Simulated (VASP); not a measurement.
# Al2Cu (I4/mcm) in VASP: further runs

The runs below take Al2Cu through single point, with PBE.

All numbers are computed with VASP 6.6.1; they aren't measurements. Logs are shortened: lines on timing, memory, paths and dates and some standing lists are left out, and cuts for length are marked.

## (1) The cell of the first run

The structure is tetragonal, space group I4/mcm (No. 140). The conventional cell has a = 6.067 Å, b = 6.067 Å, c = 4.779 Å, α = 90.00°, β = 90.00°, γ = 90.00°. Within 3.4 Å of Al (site symmetry m2m) lie 4 Cu at 2.58 Å and 11 Al at 2.70 to 3.23 Å. Cu (site symmetry 422) has 2 Cu at 2.39 Å and 8 Al at 2.58 Å within 3.2 Å.

## (2) Single point, PBE (z stretched by -2 %, then relaxed in part)

INCAR

```
SYSTEM = Al2Cu
ALGO = Normal ; EDIFF = 1E-7
ENCUT = 520 ; GGA = PE
ISIF = 2 ; ISMEAR = -1
LASPH = .TRUE. ; LCHARG = .TRUE.
LELF = .TRUE. ; LREAL = .FALSE.
LVHAR = .TRUE. ; LWAVE = .FALSE.
NBANDS = 26 ; NELM = 60
PREC = Accurate ; SIGMA = 0.05
```

KPOINTS

```
k-points
0
G
  12 12 12
  0 0 0
```

POSCAR

```
Al2Cu
1.0
   -3.0335000000      3.0335000000      2.3897300000
    3.0335000000     -3.0335000000      2.3897300000
    3.0335000000      3.0335000000     -2.3897300000
Al Cu
4 2
Direct
    0.6575113761      0.1575113761      0.8150227522
    0.1575113761      0.3424886239      0.5000000000
    0.3424886239      0.8424886239      0.1849772478
    0.8424886239      0.6575113761      0.5000000000
    0.2500000000      0.2500000000      0.0000000000
    0.7500000000      0.7500000000      0.0000000000
```

Potentials or basis: VASP PAW PBE potentials, release 64 (Al, Cu).

Run with:

```sh
$ cat potpaw_PBE.64/Al/POTCAR potpaw_PBE.64/Cu/POTCAR > POTCAR
$ mpirun -np 1 vasp_std > vasp.out
```

OUTCAR:

```text
SYSTEM = Al2Cu
   EDIFF = 1E-7
   ENCUT = 520
   GGA = PE
   ISIF = 2
   ISMEAR = -1
   LASPH = .TRUE.
   LREAL = .FALSE.
   NELM = 60
   PREC = Accurate

 ion  position               nearest neighbor table
   1  0.658  0.158  0.815-   5 2.58   6 2.58   5 2.58   6 2.58   3 2.70   3 2.87   3 2.87   2 3.06
                             4 3.06   4 3.06   2 3.06   2 3.23   4 3.23   4 3.23   2 3.23
   2  0.158  0.342  0.500-   6 2.58   5 2.58   5 2.58   6 2.58   4 2.70   4 2.87   4 2.87   1 3.06
                             3 3.06   1 3.06   3 3.06   1 3.23   3 3.23   3 3.23   1 3.23
   3  0.342  0.842  0.185-   5 2.58   6 2.58   5 2.58   6 2.58   1 2.70   1 2.87   1 2.87   4 3.06
                             2 3.06   2 3.06   4 3.06   4 3.23   2 3.23   4 3.23   2 3.23
   4  0.842  0.658  0.500-   5 2.58   6 2.58   6 2.58   5 2.58   2 2.70   2 2.87   2 2.87   1 3.06
                             3 3.06   1 3.06   3 3.06   1 3.23   3 3.23   1 3.23   3 3.23
   5  0.250  0.250  0.000-   6 2.39   6 2.39   1 2.58   3 2.58   1 2.58   3 2.58   2 2.58   4 2.58
                             4 2.58   2 2.58
   6  0.750  0.750  0.000-   5 2.39   5 2.39   1 2.58   3 2.58   1 2.58   3 2.58   4 2.58   4 2.58
                             2 2.58   2 2.58

  LATTYP: Found a body centered tetragonal cell.
 ALAT       =     6.0670000000
 C/A-ratio  =     0.7877797923

  Lattice vectors:

 A1 = (  -3.0335000000,   3.0335000000,   2.3897300000)
 A2 = (   3.0335000000,  -3.0335000000,   2.3897300000)
 A3 = (   3.0335000000,   3.0335000000,  -2.3897300000)

Analysis of symmetry for initial positions (statically):
=====================================================================
 Subroutine PRICEL returns:
 Original cell was already a primitive cell.

 Routine SETGRP: Setting up the symmetry group for a
 body centered tetragonal supercell.

 Subroutine GETGRP returns: Found 16 space group operations
 (whereof  8 operations were pure point group operations)
 out of a pool of 16 trial point group operations.

The static configuration has the point symmetry C_4h.
 The point group associated with its full space group is D_4h.

Analysis of symmetry for dynamics (positions and initial velocities):
=====================================================================
 Subroutine PRICEL returns:
 Original cell was already a primitive cell.

 Routine SETGRP: Setting up the symmetry group for a
 body centered tetragonal supercell.

 Subroutine GETGRP returns: Found 16 space group operations
 (whereof  8 operations were pure point group operations)
 out of a pool of 16 trial point group operations.

The dynamic configuration has the point symmetry C_4h.
 The point group associated with its full space group is D_4h.

 Subroutine INISYM returns: Found 16 space group operations
 (whereof  8 operations are pure point group operations),
 and found     1 'primitive' translations

----------------------------------------------------------------------------------------

                                     Primitive cell

  volume of cell :      87.9624

  direct lattice vectors                    reciprocal lattice vectors
    -3.033500000  3.033500000  2.389730000     0.000000000  0.164826108  0.209228658
     3.033500000 -3.033500000  2.389730000     0.164826108  0.000000000  0.209228658
     3.033500000  3.033500000 -2.389730000     0.164826108  0.164826108  0.000000000

  length of vectors
     4.910708093  4.910708093  4.910708093     0.266353669  0.266353669  0.233099318

  position of ions in fractional coordinates (direct lattice)
     0.657511376  0.157511376  0.815022752
     0.157511376  0.342488624  0.500000000
     0.342488624  0.842488624  0.184977248
     0.842488624  0.657511376  0.500000000
     0.250000000  0.250000000  0.000000000
     0.750000000  0.750000000  0.000000000

  ion indices of the primitive-cell ions
   primitive index   ion index
                 1           1
                 2           2
                 3           3
                 4           4
                 5           5
                 6           6

----------------------------------------------------------------------------------------

 KPOINTS: k-points

Automatic generation of k-mesh.
 Grid dimensions read from file:
 generate k-points for:   12   12   12

 Generating k-lattice:

  Cartesian coordinates                     Fractional coordinates (reciprocal lattice)
     0.000000000  0.013735509  0.017435721     0.083333333 -0.000000000  0.000000000
     0.013735509  0.000000000  0.017435721    -0.000000000  0.083333333  0.000000000
     0.013735509  0.013735509  0.000000000     0.000000000  0.000000000  0.083333333

  Length of vectors
     0.022196139  0.022196139  0.019424943

  Shift w.r.t. Gamma in fractional coordinates (k-lattice)
     0.000000000  0.000000000  0.000000000

 Subroutine IBZKPT returns following result:
 ===========================================

 Found    163 irreducible k-points:

 Following reciprocal coordinates:
            Coordinates               Weight
  0.000000  0.000000  0.000000      1.000000
  0.083333  0.000000  0.000000      8.000000
  0.166667  0.000000  0.000000      8.000000
  0.250000 -0.000000  0.000000      8.000000
  0.333333  0.000000  0.000000      8.000000
  0.416667 -0.000000  0.000000      8.000000
[... 16 lines left out ...]
  0.500000  0.166667  0.000000     16.000000
 -0.416667  0.166667 -0.000000     16.000000
 [... further k-points ...]
   k-points           NKPTS =    163   k-points in BZ     NKDIM =    163   number of bands    NBANDS=     26
   number of dos      NEDOS =    301   number of ions     NIONS =      6
   total plane-waves  NPLWV =  64000
   dimension x,y,z NGX =    40 NGY =   40 NGZ =   40
   dimension x,y,z NGXF=    80 NGYF=   80 NGZF=   80
   ions per type =               4   2
   NGX,Y,Z   is equivalent  to a cutoff of  13.54, 13.54, 13.54 a.u.
   NGXF,Y,Z  is equivalent  to a cutoff of  27.08, 27.08, 27.08 a.u.
 SYSTEM =  Al2Cu
   PREC   = accura    normal or accurate (medium, high low for compatibility)
   ISTART =      0    job   : 0-new  1-cont  2-samecut
   ICHARG =      2    charge: 1-file 2-atom 10-const
   ISPIN  =      1    spin polarized calculation?
   LNONCOLLINEAR =      F non collinear calculations
   LSORBIT =      F    spin-orbit coupling
   LASPH  =      T    aspherical Exc in radial PAW
   ENCUT  =  520.0 eV  38.22 Ry    6.18 a.u.   9.13  9.13  9.13*2*pi/ulx,y,z
   NELM   =     60;   NELMIN=  2; NELMDL= -5     # of ELM steps
   EDIFF  = 0.1E-06   stopping-criterion for ELM
   LREAL  =      F    real-space projection
   EDIFFG = 0.1E-05   stopping-criterion for IOM
   NSW    =      0    number of steps for IOM
   IBRION =     -1    ionic relax: 0-MD 1-quasi-New 2-CG
   NFREE  =      0    steps in history (QN), initial steepest desc. (CG)
   ISIF   =      2    stress and relaxation
   ISYM   =      2    0-nonsym 1-usesym 2-fastsym
   POTIM  = 0.5000    time-step for ionic-motion
   TEBEG  =    0.0;   TEEND  =   0.0 temperature during run
   PSTRESS=    0.0 pullay stress
   NELECT =      34.0000    total number of electrons
   NUPDOWN=      -1.0000    fix difference up-down
   EMIN   =  10.00;   EMAX   =-10.00  energy-range for DOS
   EFERMI =   0.00;   METHOD = LEGACY
   ISMEAR =    -1;   SIGMA  =   0.05  broadening in eV -4-tet -1-fermi 0-gaus
   EFERMI_NEDOS =   21; number of points for ismear=-14 and -15
   IALGO  =     38    algorithm
   IMIX   =      4    mixing-type and parameters
     AMIX     =   0.40;   BMIX     =  1.00
     AMIX_MAG =   1.60;   BMIX_MAG =  1.00
  volume/ion in A,a.u.               =      14.66        98.93
  Fermi-wavevector in a.u.,A,eV,Ry     =   1.192529  2.253553 19.349183  1.422125
  Thomas-Fermi vector in A             =   2.328565
   LORBIT       =      0    0 simple, 1 ext, 2 COOP (PROOUT), +10 PAW based schemes
   GGA     = PE    functional components
   LHFCALC =     F    Hartree Fock is set to
   AEXX    =    0.0000 exact exchange contribution
   IVDW    =     0    specifies the selected vdW correction
   LEPSILON=     F    determine dielectric tensor
   LRPA    =     F    only Hartree local field effects (RPA)
 non-spin polarized calculation
  energy-cutoff  :      520.00
  volume of cell :       87.96
 maximum number of plane-waves:      2390
 NGX is ok and might be reduce to    40
   NGX = 19   NGY = 19   NGZ = 19

 number of electron      34.0000001 magnetization

 Free energy of the ion-electron system (eV)
  ---------------------------------------------------
  ext. energy  EPLUGINS =         0.00000000
  ---------------------------------------------------
  free energy    TOTEN  =       -23.36611874 eV

  energy without entropy =      -23.34874549  energy(sigma->0) =      -23.35743212

 E-fermi :   8.1567     XC(G=0): -10.9260

 val. band max:        8.1394411756   @ k =  -0.2500   0.5000   0.0833
 cond. band min:       8.1579431847   @ k =   0.0000   0.0000   0.0000
 fundamental gap:      0.0185020091
 Fermi energy:         8.1566781325

 k-point     1 :       0.0000    0.0000    0.0000
  band No.  band energies     occupation
      1      -2.7061      2.00000
      2       2.7637      2.00000
      3       2.9543      2.00000
      4       3.0007      2.00000
      5       3.0007      2.00000
      6       3.9056      2.00000
[... 18 lines left out ...]
     25      13.2579      0.00000
     26      13.8401      0.00000

 k-point     2 :       0.0833    0.0000    0.0000
  band No.  band energies     occupation
      1      -2.6318      2.00000
      2       2.7558      2.00000
      3       2.9721      2.00000
      4       2.9867      2.00000
      5       2.9973      2.00000
      6       3.8930      2.00000
[... 18 lines left out ...]
     25      13.3412      0.00000
[... 608 lines left out ...]
     25      14.3431      0.00000
     26      14.8796      0.00000

 k-point    24 :      -0.4167    0.1667   -0.0000
  band No.  band energies     occupation
      1      -1.4830      2.00000
      2       1.6166      2.00000
      3       2.0525      2.00000
      4       2.9992      2.00000
      5       3.1261      2.00000
      6       3.5863      2.00000
[... 18 lines left out ...]
     25      14.0371      0.00000
     26      15.4417      0.00000

 [... further k-points ...]

------------------------ aborting loop because EDIFF is reached ----------------------------------------

  FORCE on cell =-STRESS in cart. coord.  units (eV):
  Direction    XX          YY          ZZ          XY          YZ          ZX
  --------------------------------------------------------------------------------------
  -------------------------------------------------------------------------------------
  Total        0.5976868      0.5976868      1.9826991      0.0000000      0.0000000     -0.0000000
  in kB       10.8864791     10.8864791     36.1135822      0.0000000      0.0000000     -0.0000000
  external PRESSURE =      19.2955135 kB  Pullay stress =       0.0000000 kB

 VOLUME and BASIS-vectors are now :
 -----------------------------------------------------------------------------
  energy-cutoff  :      520.00
  volume of cell :       87.96
      direct lattice vectors                 reciprocal lattice vectors
    -3.033500000  3.033500000  2.389730000     0.000000000  0.164826108  0.209228658
     3.033500000 -3.033500000  2.389730000     0.164826108  0.000000000  0.209228658
     3.033500000  3.033500000 -2.389730000     0.164826108  0.164826108  0.000000000

 POSITION                                       TOTAL-FORCE (eV/Angst)
 -----------------------------------------------------------------------------------
      0.95562      3.98912     -0.00000        -0.006410     -0.006410      0.000000
      2.07788      0.95562      0.00000         0.006410     -0.006410     -0.000000
      2.07788     -0.95562      2.38973         0.006410      0.006410     -0.000000
      0.95562      2.07788      2.38973        -0.006410      0.006410     -0.000000
      0.00000      0.00000      1.19487         0.000000     -0.000000      0.000000
      0.00000      0.00000      3.58460        -0.000000     -0.000000      0.000000
 -----------------------------------------------------------------------------------
    total drift:                               -0.000000     -0.000000      0.000000

  FREE ENERGIE OF THE ION-ELECTRON SYSTEM (eV)
  ---------------------------------------------------
  free  energy   TOTEN  =       -23.3661187442 eV

  energy  without entropy=      -23.3487454895  energy(sigma->0) =      -23.35743212
```

Run time: 10 min. Hardware: 1 thread of Oxide Virtual Turin-like, shared host; peak memory 0.42 GiB.

What came out:

* Free energy: -23.3661 eV
* Pressure: 1.9 GPa
* Largest force: 0.009 eV/Å
* Band gap on the k mesh: zero (bands 17 and 18 overlap by 4.44 eV)

Forces in eV/Å, atoms in the order of the input:
```
Al  -0.006 -0.006  0.000
Al   0.006 -0.006  0.000
Al   0.006  0.006  0.000
Al  -0.006  0.006  0.000
Cu   0.000  0.000  0.000
Cu   0.000  0.000  0.000
```

Levels at points of the mesh, in eV from the Fermi level:
```
           k point  band 14  band 15  band 16  band 17  band 18  band 19  band 20  band 21
(0.00, 0.00, 0.00)    -2.14    -1.20    -1.13    -1.13    -0.88    -0.25     0.00     1.60
(0.50, 0.00, 0.00)    -3.14    -2.62    -2.62     0.16     0.16     3.94     3.94     4.22
(0.50, 0.50, 0.00)    -2.65    -1.56    -1.43    -0.90    -0.54     0.64     1.13     4.59
(0.50, 0.50, 0.50)    -3.18    -3.18    -1.75     2.65     2.99     2.99     3.33     4.19
```

Caveat: the cell differs from its parent crystal (z stretched by -2 %, then relaxed in part).

## (3) Single point, PBE (z stretched by -1 %, then relaxed in part)

INCAR

```
SYSTEM = Al2Cu
PREC     = Accurate       ! precision mode
ENCUT    = 520            ! plane-wave cutoff, eV
EDIFF    = 1E-6           ! SCF threshold, eV
ISMEAR   = -1             ! smearing method
SIGMA    = 0.05           ! smearing width, eV
LREAL    = .FALSE.        ! projectors in reciprocal space
LASPH    = .TRUE.         ! aspherical terms in the spheres
NELM     = 80             ! most SCF steps
ALGO     = Normal         ! electronic algorithm
ISIF     = 2              ! what is computed and relaxed
LWAVE    = .FALSE.        ! write WAVECAR
LCHARG   = .FALSE.        ! write CHGCAR
GGA      = PE             ! functional
NBANDS   = 26             ! bands
```

KPOINTS

```
regular mesh
0
G
  12 12 12
  0 0 0
```

POSCAR

```
Al2Cu
1.0
   -3.0335000000      3.0335000000      2.4141150000
    3.0335000000     -3.0335000000      2.4141150000
    3.0335000000      3.0335000000     -2.4141150000
Al Cu
4 2
Direct
    0.6581000000      0.1581000000      0.8162000000
    0.1581000000      0.3419000000      0.5000000000
    0.3419000000      0.8419000000      0.1838000000
    0.8419000000      0.6581000000      0.5000000000
    0.2500000000      0.2500000000      0.0000000000
    0.7500000000      0.7500000000      0.0000000000
```

Potentials or basis: VASP PAW PBE potentials, release 64 (Al, Cu).

Run with:

```sh
$ cat potpaw_PBE.64/Al/POTCAR potpaw_PBE.64/Cu/POTCAR > POTCAR
$ mpirun -np 1 vasp_std > vasp.out
```

It took 11 min on 1 thread of Oxide Virtual Turin-like, shared host; peak memory 0.42 GiB.

It converged, with:

| Property | Result |
| --- | --- |
| Free energy | -23.3810 eV |
| Pressure | 0.8 GPa |
| Largest force | 0.022 eV/Å |
| Band gap on the k mesh | zero (bands 17 and 18 overlap by 4.38 eV) |

Forces in eV/Å, atoms in the order of the input:
```
Al  -0.016 -0.016  0.000
Al   0.016 -0.016  0.000
Al   0.016  0.016  0.000
Al  -0.016  0.016  0.000
Cu   0.000  0.000  0.000
Cu   0.000  0.000  0.000
```

Stress tensor (GPa, compression positive):
```
0.38 0.00 0.00
0.00 0.38 0.00
0.00 0.00 1.72
```

Levels at points of the mesh, in eV from the Fermi level:
```csv
k point,band 14,band 15,band 16,band 17,band 18,band 19,band 20,band 21
"(0.00, 0.00, 0.00)",-2.04,-1.25,-1.15,-1.15,-0.84,-0.31,0.05,1.51
"(0.50, 0.00, 0.00)",-3.09,-2.59,-2.59,0.20,0.20,3.98,3.98,4.27
"(0.50, 0.50, 0.00)",-2.71,-1.49,-1.33,-0.95,-0.60,0.71,1.19,4.62
"(0.50, 0.50, 0.50)",-3.18,-3.18,-1.77,2.62,2.99,2.99,3.32,4.10
```

Caveat: the cell differs from its parent crystal (z stretched by -1 %, then relaxed in part).
